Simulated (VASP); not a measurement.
# HfGe (CsCl type) (Pm-3m) in VASP: further runs

The runs below take HfGe (CsCl type) through single point, with PBEsol.

Program: VASP 6.6.1. These are calculated values, not measurements. Logs are shortened: lines on timing, memory, paths and dates and some standing lists are left out, and cuts for length are marked.

## 1. The cell of the first run

The structure is cubic, space group Pm-3m (No. 221). The conventional cell has a = 2.535 Å, b = 2.535 Å, c = 2.535 Å, α = 90.00°, β = 90.00°, γ = 90.00°. Within 2.9 Å of Hf (site symmetry m-3m) lie 8 Ge at 2.20 Å and 6 Hf at 2.53 Å. Ge (site symmetry m-3m) has 8 Hf at 2.20 Å and 6 Ge at 2.53 Å within 2.9 Å.

## 2. Single point, PBEsol (volume scaled by 0.45)

The input, INCAR:

```
SYSTEM = HfGe
PREC = Accurate
ENCUT = 520
EDIFF = 1E-7
ISMEAR = -1
SIGMA = 0.05
LREAL = .FALSE.
LASPH = .TRUE.
NELM = 80
ALGO = Normal
ISIF = 2
LWAVE = .FALSE.
LCHARG = .FALSE.
GGA = PS
NBANDS = 19
```

The input, KPOINTS:

```
regular mesh
0
G
  13 13 13
  0 0 0
```

The input, POSCAR:

```
HfGe
1.0
    2.5347674281      0.0000000000      0.0000000000
    0.0000000000      2.5347674281      0.0000000000
    0.0000000000      0.0000000000      2.5347674281
Hf Ge
1 1
Direct
    0.0000000000      0.0000000000      0.0000000000
    0.5000000000      0.5000000000      0.5000000000
```

Potentials or basis: VASP PAW PBE potentials, release 64 (Hf_pv, Ge_d).

Run with:

```bash
$ cat potpaw_PBE.64/Hf_pv/POTCAR potpaw_PBE.64/Ge_d/POTCAR > POTCAR
$ mpirun -np 1 vasp_std > vasp.out
```

OUTCAR:

```text
SYSTEM = HfGe
   PREC = Accurate
   ENCUT = 520
   EDIFF = 1E-7
   ISMEAR = -1
   LREAL = .FALSE.
   LASPH = .TRUE.
   NELM = 80
   ISIF = 2
   GGA = PS

 ion  position               nearest neighbor table
   1  0.000  0.000  0.000-   2 2.20   2 2.20   2 2.20   2 2.20   2 2.20   2 2.20   2 2.20   2 2.20

   2  0.500  0.500  0.500-   1 2.20   1 2.20   1 2.20   1 2.20   1 2.20   1 2.20   1 2.20   1 2.20

  LATTYP: Found a simple cubic cell.
 ALAT       =     2.5347674281

  Lattice vectors:

 A1 = (   2.5347674281,   0.0000000000,   0.0000000000)
 A2 = (   0.0000000000,   2.5347674281,   0.0000000000)
 A3 = (   0.0000000000,   0.0000000000,   2.5347674281)

Analysis of symmetry for initial positions (statically):
=====================================================================
 Subroutine PRICEL returns:
 Original cell was already a primitive cell.

 Routine SETGRP: Setting up the symmetry group for a
 simple cubic supercell.

 Subroutine GETGRP returns: Found 48 space group operations
 (whereof 48 operations were pure point group operations)
 out of a pool of 48 trial point group operations.

The static configuration has the point symmetry O_h .

Analysis of symmetry for dynamics (positions and initial velocities):
=====================================================================
 Subroutine PRICEL returns:
 Original cell was already a primitive cell.

 Routine SETGRP: Setting up the symmetry group for a
 simple cubic supercell.

 Subroutine GETGRP returns: Found 48 space group operations
 (whereof 48 operations were pure point group operations)
 out of a pool of 48 trial point group operations.

The dynamic configuration has the point symmetry O_h .

 Subroutine INISYM returns: Found 48 space group operations
 (whereof 48 operations are pure point group operations),
 and found     1 'primitive' translations

----------------------------------------------------------------------------------------

                                     Primitive cell

  volume of cell :      16.2860

  direct lattice vectors                    reciprocal lattice vectors
     2.534767428  0.000000000  0.000000000     0.394513512  0.000000000  0.000000000
     0.000000000  2.534767428  0.000000000     0.000000000  0.394513512  0.000000000
     0.000000000  0.000000000  2.534767428     0.000000000  0.000000000  0.394513512

  length of vectors
     2.534767428  2.534767428  2.534767428     0.394513512  0.394513512  0.394513512

  position of ions in fractional coordinates (direct lattice)
     0.000000000  0.000000000  0.000000000
     0.500000000  0.500000000  0.500000000

  ion indices of the primitive-cell ions
   primitive index   ion index
                 1           1
                 2           2

----------------------------------------------------------------------------------------

 KPOINTS: regular mesh

Automatic generation of k-mesh.
 Grid dimensions read from file:
 generate k-points for:   13   13   13

 Generating k-lattice:

  Cartesian coordinates                     Fractional coordinates (reciprocal lattice)
     0.030347193  0.000000000  0.000000000     0.076923077  0.000000000  0.000000000
     0.000000000  0.030347193  0.000000000     0.000000000  0.076923077  0.000000000
     0.000000000  0.000000000  0.030347193     0.000000000  0.000000000  0.076923077

  Length of vectors
     0.030347193  0.030347193  0.030347193

  Shift w.r.t. Gamma in fractional coordinates (k-lattice)
     0.000000000  0.000000000  0.000000000

 Subroutine IBZKPT returns following result:
 ===========================================

 Found     84 irreducible k-points:

 Following reciprocal coordinates:
            Coordinates               Weight
  0.000000  0.000000  0.000000      1.000000
  0.076923  0.000000  0.000000      6.000000
  0.153846  0.000000  0.000000      6.000000
  0.230769  0.000000  0.000000      6.000000
  0.307692  0.000000  0.000000      6.000000
  0.384615  0.000000  0.000000      6.000000
[... 16 lines left out ...]
  0.307692  0.307692  0.000000     12.000000
  0.384615  0.307692  0.000000     24.000000
 [... further k-points ...]
   k-points           NKPTS =     84   k-points in BZ     NKDIM =     84   number of bands    NBANDS=     19
   number of dos      NEDOS =    301   number of ions     NIONS =      2
   total plane-waves  NPLWV =   8000
   dimension x,y,z NGX =    20 NGY =   20 NGZ =   20
   dimension x,y,z NGXF=    40 NGYF=   40 NGZF=   40
   ions per type =               1   1
   NGX,Y,Z   is equivalent  to a cutoff of  13.12, 13.12, 13.12 a.u.
   NGXF,Y,Z  is equivalent  to a cutoff of  26.23, 26.23, 26.23 a.u.
 SYSTEM =  HfGe
   PREC   = accura    normal or accurate (medium, high low for compatibility)
   ISTART =      0    job   : 0-new  1-cont  2-samecut
   ICHARG =      2    charge: 1-file 2-atom 10-const
   ISPIN  =      1    spin polarized calculation?
   LNONCOLLINEAR =      F non collinear calculations
   LSORBIT =      F    spin-orbit coupling
   LASPH  =      T    aspherical Exc in radial PAW
   ENCUT  =  520.0 eV  38.22 Ry    6.18 a.u.   4.71  4.71  4.71*2*pi/ulx,y,z
   NELM   =     80;   NELMIN=  2; NELMDL= -5     # of ELM steps
   EDIFF  = 0.1E-06   stopping-criterion for ELM
   LREAL  =      F    real-space projection
   EDIFFG = 0.1E-05   stopping-criterion for IOM
   NSW    =      0    number of steps for IOM
   IBRION =     -1    ionic relax: 0-MD 1-quasi-New 2-CG
   NFREE  =      0    steps in history (QN), initial steepest desc. (CG)
   ISIF   =      2    stress and relaxation
   ISYM   =      2    0-nonsym 1-usesym 2-fastsym
   POTIM  = 0.5000    time-step for ionic-motion
   TEBEG  =    0.0;   TEEND  =   0.0 temperature during run
   PSTRESS=    0.0 pullay stress
   NELECT =      24.0000    total number of electrons
   NUPDOWN=      -1.0000    fix difference up-down
   EMIN   =  10.00;   EMAX   =-10.00  energy-range for DOS
   EFERMI =   0.00;   METHOD = LEGACY
   ISMEAR =    -1;   SIGMA  =   0.05  broadening in eV -4-tet -1-fermi 0-gaus
   EFERMI_NEDOS =   21; number of points for ismear=-14 and -15
   IALGO  =     38    algorithm
   IMIX   =      4    mixing-type and parameters
     AMIX     =   0.40;   BMIX     =  1.00
     AMIX_MAG =   1.60;   BMIX_MAG =  1.00
  volume/ion in A,a.u.               =       8.14        54.95
  Fermi-wavevector in a.u.,A,eV,Ry     =   1.862975  3.520513 47.221433  3.470677
  Thomas-Fermi vector in A             =   2.910432
   LORBIT       =      0    0 simple, 1 ext, 2 COOP (PROOUT), +10 PAW based schemes
   GGA     = PS    functional components
   LHFCALC =     F    Hartree Fock is set to
   AEXX    =    0.0000 exact exchange contribution
   IVDW    =     0    specifies the selected vdW correction
   LEPSILON=     F    determine dielectric tensor
   LRPA    =     F    only Hartree local field effects (RPA)
 non-spin polarized calculation
  energy-cutoff  :      520.00
  volume of cell :       16.29
 maximum number of plane-waves:       461
 NGX is ok and might be reduce to    20
   NGX =  9   NGY =  9   NGZ =  9

 number of electron      23.9999994 magnetization

 Free energy of the ion-electron system (eV)
  ---------------------------------------------------
  ext. energy  EPLUGINS =         0.00000000
  ---------------------------------------------------
  free energy    TOTEN  =        -0.05956334 eV

  energy without entropy =       -0.05145057  energy(sigma->0) =       -0.05550695

 E-fermi :  16.8383     XC(G=0): -16.7385

 val. band max:       16.7366161592   @ k =   0.3077   0.1538   0.1538
 cond. band min:      16.8419918810   @ k =   0.2308   0.0769   0.0769
 fundamental gap:      0.1053757218
 Fermi energy:        16.8382717240

 k-point     1 :       0.0000    0.0000    0.0000
  band No.  band energies     occupation
      1     -12.2049      2.00000
      2     -12.2049      2.00000
      3     -12.2049      2.00000
      4      -9.8346      2.00000
      5      -9.8346      2.00000
      6      -9.3468      2.00000
[... 11 lines left out ...]
     18      32.2783      0.00000
     19      35.4951      0.00000

 k-point     2 :       0.0769    0.0000    0.0000
  band No.  band energies     occupation
      1     -12.5637      2.00000
      2     -12.2225      2.00000
      3     -12.2225      2.00000
      4      -9.8278      2.00000
      5      -9.7603      2.00000
      6      -9.3439      2.00000
[... 11 lines left out ...]
     18      32.2839      0.00000
     19      33.2087      0.00000

 k-point     3 :       0.1538    0.0000    0.0000
  band No.  band energies     occupation
      1     -13.4274      2.00000
      2     -12.2696      2.00000
      3     -12.2696      2.00000
      4      -9.8092      2.00000
      5      -9.6040      2.00000
      6      -9.3361      2.00000
[... 11 lines left out ...]
     18      30.5251      0.00000
     19      32.2914      0.00000

 k-point     4 :       0.2308    0.0000    0.0000
  band No.  band energies     occupation
      1     -14.4500      2.00000
      2     -12.3317      2.00000
      3     -12.3317      2.00000
      4      -9.7828      2.00000
      5      -9.4313      2.00000
      6      -9.3250      2.00000
[... 11 lines left out ...]
     18      29.6243      0.00000
     19      32.2954      0.00000

 k-point     5 :       0.3077    0.0000    0.0000
  band No.  band energies     occupation
      1     -15.3835      2.00000
      2     -12.3932      2.00000
      3     -12.3932      2.00000
      4      -9.7548      2.00000
      5      -9.3132      2.00000
      6      -9.2697      2.00000
[... 11 lines left out ...]
     18      31.2904      0.00000
     19      32.2968      0.00000

 k-point     6 :       0.3846    0.0000    0.0000
  band No.  band energies     occupation
      1     -16.0761      2.00000
      2     -12.4412      2.00000
      3     -12.4412      2.00000
      4      -9.7315      2.00000
      5      -9.3034      2.00000
      6      -9.1428      2.00000
[... 11 lines left out ...]
     18      32.9537      0.00000
     19      32.9537      0.00000

 k-point     7 :       0.4615    0.0000    0.0000
  band No.  band energies     occupation
      1     -16.4421      2.00000
      2     -12.4673      2.00000
      3     -12.4673      2.00000
      4      -9.7183      2.00000
      5      -9.2979      2.00000
      6      -9.0727      2.00000
[... 11 lines left out ...]
     18      34.4443      0.00000
     19      34.4443      0.00000

 k-point     8 :       0.0769    0.0769    0.0000
  band No.  band energies     occupation
      1     -12.6548      2.00000
      2     -12.4773      2.00000
      3     -12.2351      2.00000
      4      -9.7928      2.00000
      5      -9.7215      2.00000
      6      -9.3579      2.00000
[... 256 lines left out ...]
 k-point    20 :       0.3077    0.2308    0.0000
  band No.  band energies     occupation
      1     -15.0540      2.00000
      2     -13.9297      2.00000
      3     -12.1433      2.00000
      4      -9.6289      2.00000
      5      -9.4431      2.00000
      6      -9.2274      2.00000
[... 11 lines left out ...]
     18      32.3443      0.00000
     19      32.8805      0.00000

 k-point    21 :       0.3846    0.2308    0.0000
  band No.  band energies     occupation
      1     -15.6539      2.00000
      2     -13.8440      2.00000
      3     -12.0937      2.00000
      4      -9.6199      2.00000
      5      -9.4296      2.00000
      6      -9.2098      2.00000
[... 11 lines left out ...]
     18      32.0978      0.00000
     19      32.3506      0.00000

 k-point    22 :       0.4615    0.2308    0.0000
  band No.  band energies     occupation
      1     -15.9836      2.00000
      2     -13.7864      2.00000
      3     -12.0670      2.00000
      4      -9.6141      2.00000
      5      -9.4122      2.00000
      6      -9.1968      2.00000
[... 11 lines left out ...]
     18      31.5276      0.00000
     19      32.4092      0.00000

 k-point    23 :       0.3077    0.3077    0.0000
  band No.  band energies     occupation
      1     -15.0056      2.00000
      2     -14.5418      2.00000
      3     -12.0000      2.00000
      4      -9.6047      2.00000
      5      -9.4815      2.00000
      6      -9.3154      2.00000
[... 11 lines left out ...]
     18      32.3288      0.00000
     19      32.9147      0.00000

 k-point    24 :       0.3846    0.3077    0.0000
  band No.  band energies     occupation
      1     -15.4128      2.00000
      2     -14.5551      2.00000
      3     -11.8765      2.00000
      4      -9.5953      2.00000
      5      -9.4878      2.00000
      6      -9.3705      2.00000
[... 11 lines left out ...]
     18      32.3264      0.00000
     19      32.5257      0.00000

 [... further k-points ...]
[... 5 lines left out ...]
  --------------------------------------------------------------------------------------
  -------------------------------------------------------------------------------------
  Total       52.2823675     52.2823675     52.2823675      0.0000000      0.0000000     -0.0000000
  in kB     5143.4139003   5143.4139003   5143.4139003      0.0000000      0.0000000     -0.0000000
  external PRESSURE =    5143.4139003 kB  Pullay stress =       0.0000000 kB

 VOLUME and BASIS-vectors are now :
 -----------------------------------------------------------------------------
  energy-cutoff  :      520.00
  volume of cell :       16.29
      direct lattice vectors                 reciprocal lattice vectors
     2.534767428  0.000000000  0.000000000     0.394513512  0.000000000  0.000000000
     0.000000000  2.534767428  0.000000000     0.000000000  0.394513512  0.000000000
     0.000000000  0.000000000  2.534767428     0.000000000  0.000000000  0.394513512

 POSITION                                       TOTAL-FORCE (eV/Angst)
 -----------------------------------------------------------------------------------
      0.00000      0.00000      0.00000         0.000000      0.000000      0.000000
      1.26738      1.26738      1.26738         0.000000      0.000000      0.000000
 -----------------------------------------------------------------------------------
    total drift:                               -0.000000      0.000000      0.000000

  FREE ENERGIE OF THE ION-ELECTRON SYSTEM (eV)
  ---------------------------------------------------
  free  energy   TOTEN  =        -0.0595633367 eV

  energy  without entropy=       -0.0514505678  energy(sigma->0) =       -0.05550695
```

Wall time 17 s (1 thread of AMD EPYC 9R14 (Zen 4), shared host); peak memory 0.11 GiB.

Results:

```yaml
Free_energy: -0.0596 eV
Pressure: 514.3 GPa
Band_gap_on_the_k_mesh: zero (band 12 reaches 23.25 eV, above the bottom of band 13 at 14.64 eV)
```

Levels at points of the mesh, in eV from the Fermi level:
```csv
k point,band 10,band 11,band 12,band 13,band 14,band 15
"(0.00, 0.00, 0.00)",-5.60,-5.60,6.41,6.41,6.41,7.50
```

Caveat: the PAW data sets were made with another functional, which shifts forces and pressure a little; spin-orbit coupling is left out, which moves the levels of the heavy elements.

## 3. Single point, PBEsol (volume scaled by 0.45)

The input, INCAR:

```
PREC     = Accurate       # precision mode
ENCUT    = 520            # plane-wave cutoff, eV
EDIFF    = 1E-6           # SCF threshold, eV
ISMEAR   = -1             # smearing method
SIGMA    = 0.05           # smearing width, eV
LREAL    = False          # projectors in reciprocal space
LASPH    = True           # aspherical terms in the spheres
NELM     = 100            # most SCF steps
ALGO     = Normal         # electronic algorithm
ISIF     = 2              # what is computed and relaxed
LWAVE    = False          # write WAVECAR
LCHARG   = False          # write CHGCAR
GGA      = PS             # functional
NBANDS   = 19             # bands
```

The input, KPOINTS:

```
Automatic mesh
0
Gamma
  13 13 13
```

POSCAR is that of step 2.

Potentials or basis: VASP PAW PBE potentials, release 64 (Hf_pv, Ge_d).

Run with:

```bash
$ cat potpaw_PBE.64/Hf_pv/POTCAR potpaw_PBE.64/Ge_d/POTCAR > POTCAR
$ mpirun -np 1 vasp_std > vasp.out
```

It took 17 s on 1 thread of AMD EPYC 9R14 (Zen 4), shared host; peak memory 0.11 GiB.

The run converged. Its results:

```yaml
Free_energy: -0.0596 eV
Pressure: 514.3 GPa
Band_gap_on_the_k_mesh: zero (band 12 reaches 23.25 eV, above the bottom of band 13 at 14.64 eV)
```

Levels at points of the mesh, in eV from the Fermi level:
```tsv
k point	band 8	band 9	band 10	band 11	band 12	band 13	band 14	band 15	band 16	band 17
(0.00, 0.00, 0.00)	-26.18	-17.16	-5.60	-5.60	6.41	6.41	6.41	7.50	7.50	7.50
```

Caveat: the PAW data sets were made with another functional, which shifts forces and pressure a little; spin-orbit coupling is left out, which moves the levels of the heavy elements.

## 4. Single point, PBEsol (volume scaled by 0.55)

The input, INCAR:

```
  PREC = Accurate
  ENCUT = 520
  EDIFF = 1E-6
  ISMEAR = -1
  SIGMA = 0.05
  LREAL = False
  LASPH = True
  NELM = 100
  ALGO = Normal
  ISIF = 2
  LWAVE = False
  LCHARG = True
  GGA = PS
  LELF = True
  LVHAR = True
  NBANDS = 19
```

KPOINTS is that of step 3.

The input, POSCAR:

```
HfGe
1.0
    2.7101178481      0.0000000000      0.0000000000
    0.0000000000      2.7101178481      0.0000000000
    0.0000000000      0.0000000000      2.7101178481
Hf Ge
1 1
Direct
    0.0000000000      0.0000000000      0.0000000000
    0.5000000000      0.5000000000      0.5000000000
```

Run with:

```bash
$ cat potpaw_PBE.64/Hf_pv/POTCAR potpaw_PBE.64/Ge_d/POTCAR > POTCAR
$ mpirun -np 1 vasp_std > vasp.out
```

Wall time 16 s (1 thread of AMD EPYC 9R14 (Zen 4), shared host); peak memory 0.12 GiB.

It converged, with:

```yaml
Free_energy: -8.3530 eV
Pressure: 254.6 GPa
Band_gap_on_the_k_mesh: zero (band 12 reaches 18.28 eV, above the bottom of band 13 at 12.11 eV)
```

Levels at points of the mesh, in eV from the Fermi level:
| k point | band 10 | band 11 | band 12 | band 13 | band 14 | band 15 |
| --- | --- | --- | --- | --- | --- | --- |
| (0.00, 0.00, 0.00) | -4.12 | -4.12 | 4.73 | 4.73 | 4.73 | 6.54 |

Caveat: the PAW data sets were made with another functional, which shifts forces and pressure a little; spin-orbit coupling is left out, which moves the levels of the heavy elements.
